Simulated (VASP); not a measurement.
Input of a VASP 6.6.1 run:

INCAR

```
SYSTEM = C
ALGO = Normal
EDIFF = 1E-6
ENCUT = 600
GGA = PE
GGA_COMPAT = .False.
ISIF = 2
ISMEAR = 0
LASPH = .True.
LCHARG = .False.
LREAL = .False.
LWAVE = .False.
NBANDS = 11
NELM = 120
PREC = Accurate
SIGMA = 0.01
```

Contents of KPOINTS:

```
k-points
0
Gamma
  4 4 4
  0 0 0
```

File POSCAR:

```
C
1.0
    0.0000000000      1.7470918200      1.7470918200
    1.7470918200      0.0000000000      1.7470918200
    1.7470918200      1.7470918200      0.0000000000
C
2
Direct
    0.0000000000      0.0000000000      0.0000000000
    0.2500000000      0.2500000000      0.2500000000
```

Potentials or basis: VASP PAW PBE potentials, release 64 (C).

Run with:

```bash
$ cat potpaw_PBE.64/C/POTCAR > POTCAR
$ mpirun -np 1 vasp_std > vasp.out
```

Question: Predict the band gap on the k mesh.

Answer: 4.59 eV, indirect (least direct gap 5.75 eV).

Question: Estimate the pressure.

Answer: 33.6 GPa.

Caveat: the k points lie up to 0.78 Å⁻¹ apart. PBE gaps usually lie below the measured ones, often by a third to a half.
